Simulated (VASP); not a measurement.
# N: single point with PBE

The system is N.

```xyz
4
Lattice="3.3706 0.0000 0.0000 -1.6853 2.9190 0.0000 0.0000 0.0000 7.1937" Properties=species:S:1:pos:R:3 pbc="T T T"
N     0.0000    1.9460    2.3452
N     0.0000    1.9460    1.2517
N     1.6853    0.9730    5.9420
N     1.6853    0.9730    4.8485
```

This cell differs from its parent crystal: strain -5.9%.

- Program: VASP 6.6.1
- Task: single point
- Functional: PBE
- Potentials or basis: VASP PAW PBE potentials, release 64 (N)
- Cutoff: 520 eV
- k mesh: 12 × 12 × 4
- Occupations: fermi-dirac, width 0.02 eV
- Spin: no spin polarisation
- Dipole correction: no
- Further INCAR settings: ALGO = Normal; EDIFF = 1e-06; NBANDS = 18

| Quantity | Value |
| --- | --- |
| Pressure | 7.2 GPa |
| Largest force | 3.097 eV/Å |
| Band gap on the k mesh | 6.58 eV (least direct gap 6.68 eV) |

Forces on the atoms (eV/Å):
```
N    0.000  0.000  3.097
N    0.000  0.000 -3.097
N    0.000  0.000  3.097
N    0.000  0.000 -3.097
```

Stress tensor (GPa, compression positive):
```
 2.28  0.00  0.00
 0.00  2.28  0.00
 0.00  0.00 17.04
```

Levels at points of the mesh, in eV from the valence-band top:
```csv
k point,band 6,band 7,band 8,band 9,band 10,band 11,band 12,band 13,band 14,band 15
"(0.00, 0.00, 0.00)",-1.58,-1.58,-1.51,-1.51,-0.06,8.36,8.36,8.71,8.71,11.65
"(0.50, 0.00, 0.00)",-2.67,-1.86,-1.71,-0.63,-0.10,6.58,7.41,7.86,8.62,13.36
"(0.00, 0.00, 0.50)",-1.55,-1.55,-1.55,-0.78,-0.78,8.53,8.53,8.53,8.53,11.58
"(0.50, 0.00, 0.50)",-2.64,-1.79,-1.79,-0.42,-0.42,7.03,7.03,8.23,8.23,14.18
```

It took 54 s on 1 thread of Oxide Virtual Turin-like Processor (shared host), peak memory 0.17 GiB.

Caveat: the cell differs from its parent crystal (strain -5.9%); the standard files for N, O and F lose accuracy on very short bonds; the stress differs along the axes, from 2 to 17 GPa; this functional lacks dispersion, which holds the molecules together, so the pressure and a relaxed volume are unreliable; forces of over 1 eV/Å act on the atoms, so gaps and moduli don't describe the material at rest. A k mesh can miss the band edges.
